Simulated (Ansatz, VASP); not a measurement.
## One calculation of KCl, two programs

```
K Cl
1.0
     3.74322    0.00000    0.00000
     0.00000    3.74322    0.00000
     0.00000    0.00000    3.64724
K Cl
1 1
Cartesian
  0.0000 0.0000 0.0000
  1.8716 1.8716 1.8236
```

Change from the starting cell: strain -0.025 along x and y, -0.050 along z, atoms carried along.

Alike in both runs: task single point; functional PBEsol; k mesh 6 × 6 × 6; occupations gaussian, width 0.05 eV; no spin polarisation.

|  | VASP | Ansatz |
| --- | --- | --- |
| version | VASP 6.6.1 | Ansatz 0.2.0 |
| potentials or method | VASP PAW PBE potentials, release 64 (K_sv, Cl), cutoff 520 eV | scalar-relativistic, plane waves, PAW |
| valence electrons in the cell | 16 | 16 |

```csv
,VASP,Ansatz,Ansatz less VASP
gap on the k mesh at the Fermi level (eV),4.96,4.96,+0.004
least direct gap on the mesh (eV),5.16,5.17,+0.003
pressure (GPa),0.6,0.5,-0.06
"traceless stress, the component that is largest in VASP (GPa)",0.82,0.82,+0.003
```

VASP's potentials were made for PBE, not for PBEsol. The functional is the same, so the differences come from potentials, cutoffs and numerics.
